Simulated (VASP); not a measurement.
Crystal: Rh.

```xyz
3
Lattice="3.6592 0.0000 0.0000 0.0000 3.6592 0.0000 0.0000 0.0000 3.6592" Properties=species:S:1:pos:R:3 pbc="T T T"
Rh    1.8296    0.0000    0.0000
Rh    0.0000    1.8296    0.0000
Rh    0.0000    0.0000    1.8296
```

The cell was generated, and may not be a known phase.

* Program: VASP 6.6.1
* Task: relaxation of cell and atoms
* Functional: PBE
* Potentials or basis: VASP PAW PBE potentials, release 64 (Rh_pv)
* Cutoff: 600 eV
* k mesh: 6 × 6 × 6
* Occupations: gaussian, width 0.1 eV
* Spin: no spin polarisation

At the start: pressure 4.7 GPa; volume 16.33 Å³/atom.

Q: Where does the relaxation end?

A: Over 3 steps the energy falls by 5.7 meV/atom and the volume is 16.73 Å³/atom (+2.5 %); space group Pm-3m (No. 221, to 0.1 Å) before and after.

The path:
| step | energy change (eV) | largest force (eV/Å) | pressure (GPa) | volume (Å³) |
| --- | --- | --- | --- | --- |
| 1 | 0.0000 | 0.0000 | 4.74 | 49.00 |
| 2 | 0.0397 | 0.0000 | -7.51 | 52.50 |
| 3 | -0.0171 | 0.0000 | -0.08 | 50.20 |

Final structure:
```xyz
3
Lattice="3.6890 0.0000 0.0000 0.0000 3.6890 0.0000 0.0000 0.0000 3.6890" Properties=species:S:1:pos:R:3 pbc="T T T"
Rh    1.8445    0.0000    0.0000
Rh    0.0000    1.8445    0.0000
Rh    0.0000    0.0000    1.8445
```
